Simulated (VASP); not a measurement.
A run of VASP 6.6.1:

The input INCAR:

```
SYSTEM = MnO
PREC     = Accurate       ! precision mode
ENCUT    = 520            ! plane-wave cutoff, eV
EDIFF    = 1E-6           ! SCF threshold, eV
ISMEAR   = 0              ! smearing method
SIGMA    = 0.05           ! smearing width, eV
LREAL    = .False.        ! projectors in reciprocal space
LASPH    = .True.         ! aspherical terms in the spheres
NELM     = 150            ! most SCF steps
ALGO     = Normal         ! electronic algorithm
ISIF     = 2              ! what is computed and relaxed
LWAVE    = .False.        ! write WAVECAR
LCHARG   = .False.        ! write CHGCAR
MAGMOM   = 2.887 2.887 2.887 0 0 0 ! initial moments
LORBIT   = 11             ! projections on sites
LSORBIT  = .True.         ! spin-orbit coupling
GGA_COMPAT= .False.      
LORBMOM  = .True.       
LMAXMIX  = 4              ! l up to which the mixer works
LDAU     = .True.         ! DFT+U
LDAUTYPE = 2            
LDAUL    = 2 -1           ! shell
LDAUU    = 1 0            ! U, eV
LDAUJ    = 0 0          
LDAUPRINT= 1            
GGA      = PE             ! functional
NBANDS   = 31             ! bands
```

The input KPOINTS:

```
Automatic mesh
0
Gamma
  7 7 7
  0 0 0
```

File POSCAR:

```
MnO
1.0
    0.0000000000      2.2220003300      2.2220003300
    2.2220003300      0.0000000000      2.2220003300
    2.2220003300      2.2220003300      0.0000000000
Mn O
1 1
Direct
    0.0000000000      0.0000000000      0.0000000000
    0.5000000000      0.5000000000      0.5000000000
```

Potentials or basis: VASP PAW PBE potentials, release 64 (Mn_pv, O).

Run with:

```bash
$ cat potpaw_PBE.64/Mn_pv/POTCAR potpaw_PBE.64/O/POTCAR > POTCAR
$ mpirun -np 1 vasp_ncl > vasp.out
```

Hardware: 1 thread of AMD EPYC 7R13, with other jobs on the host.

Question: Estimate the wall time of this run.

Answer: It took 2.4 min on 1 thread of AMD EPYC 7R13, with other jobs on the host, peak memory 0.2 GiB. Counts: scf iterations 14, k points 60.
